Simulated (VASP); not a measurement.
Here is a VASP 6.6.1 calculation.

The input POSCAR:

```
BN
1.0
    0.0000000000      1.8048254650      1.8409219743
    1.8048254650      0.0000000000      1.8409219743
    1.8048254650      1.8048254650      0.0000000000
B N
1 1
Direct
    0.0000000000      0.0000000000      0.0000000000
    0.2500000000      0.2500000000      0.2500000000
```

The input INCAR.step1:

```
SYSTEM = BN
ALGO = Normal
EDIFF = 1E-5
ENCUT = 520
GGA = PE
ISIF = 2
ISMEAR = 0
LASPH = .TRUE.
LREAL = .FALSE.
LWAVE = .TRUE.
NBANDS = 11
NELM = 100
PREC = Accurate
SIGMA = 0.01
```

INCAR.step2

```
SYSTEM = BN
ALGO = Normal
EDIFF = 1E-7
ENCUT = 520
GGA = PE
HFSCREEN = 0.2079
ISIF = 2
ISMEAR = 0
ISTART = 1
LASPH = .TRUE.
LCHARG = .TRUE.
LELF = .TRUE.
LHFCALC = .TRUE.
LREAL = .FALSE.
LVHAR = .TRUE.
LWAVE = .FALSE.
NBANDS = 11
NELM = 100
PREC = Accurate
PRECFOCK = Normal
SIGMA = 0.01
```

File KPOINTS:

```
k-points
0
G
  8 8 8
  0 0 0
```

Potentials or basis: VASP PAW PBE potentials, release 64 (B, N).

Run with:

```sh
$ cat potpaw_PBE.64/B/POTCAR potpaw_PBE.64/N/POTCAR > POTCAR
$ cp INCAR.step1 INCAR
$ mpirun -np 1 vasp_std > vasp.out
$ cp INCAR.step2 INCAR
$ mpirun -np 1 vasp_std > vasp.out
```

(1) Predict the band gap on the k mesh.

(2) What does it give for the pressure?

## Answers

(1) 5.57 eV (least direct gap 10.36 eV).

(2) -11.4 GPa.

Caveat: the cell differs from its parent crystal (uniaxial z strain +2.0%); the stress differs along the axes, from -20 to -7 GPa; the PAW data sets were made with another functional, which shifts forces and pressure a little.
